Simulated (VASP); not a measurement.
The system is RuF2.

```
Ru F
1.0
     2.84656    0.00000    0.00000
    -1.42328    2.46519    0.00000
     0.00000    0.00000    4.59209
Ru F
1 2
Direct
  0.00000 0.00000 0.00000
  0.33333 0.66667 0.25200
  0.66667 0.33333 0.74800
```

```yaml
Program: VASP 6.6.1
Task: relaxation of cell and atoms
Functional: PBEsol
Potentials_or_basis: VASP PAW PBE potentials, release 64 (Ru_pv, F)
Cutoff: 600 eV
k_mesh: 12 × 12 × 8
Occupations: gaussian, width 0.05 eV
Spin: no spin polarisation
```

At the start: pressure 33.4 GPa; volume 10.74 Å³/atom.

**Question.** Where does the relaxation end?

**Answer.** Over 13 steps the energy falls by 238.9 meV/atom and the volume is 12.58 Å³/atom (+17.1 %); space group P-3m1 (No. 164, to 0.1 Å) before and after.

The path:
| step | energy change (eV) | largest force (eV/Å) | pressure (GPa) | volume (Å³) |
| --- | --- | --- | --- | --- |
| 1 | 0.0000 | 1.5348 | 33.38 | 32.22 |
| 2 | 0.1251 | 2.1955 | -19.52 | 43.78 |
| 3 | -0.4853 | 0.7600 | -0.72 | 36.94 |
| 4 | -0.4859 | 0.7119 | -0.05 | 36.79 |
| 5 | -0.5619 | 0.6021 | -0.29 | 37.23 |
| 6 | -0.6953 | 0.3387 | -2.01 | 38.40 |
| 7 | -0.7071 | 0.2305 | -3.21 | 38.81 |
| 8 | -0.6738 | 0.5820 | 7.56 | 36.73 |
| 9 | -0.7163 | 0.0105 | -0.12 | 38.13 |
| 10 | -0.7163 | 0.0155 | -0.05 | 38.12 |
| 11 | -0.7163 | 0.0143 | -0.05 | 38.08 |
| 12 | -0.7165 | 0.0107 | -0.04 | 37.97 |
| 13 | -0.7168 | 0.0035 | -0.02 | 37.75 |

Final structure:
```xyz
3
Lattice="3.2177 0.0000 0.0000 -1.6089 2.7866 0.0000 0.0000 0.0000 4.2099" Properties=species:S:1:pos:R:3 pbc="T T T"
Ru    0.0000    0.0000    4.2099
F     0.0000    1.8577    0.9596
F     1.6089    0.9289    3.2502
```

Caveat: the volume moved by over 15 % at a fixed basis, so the end points are rough; the PAW data sets were made with another functional, which shifts forces and pressure a little.
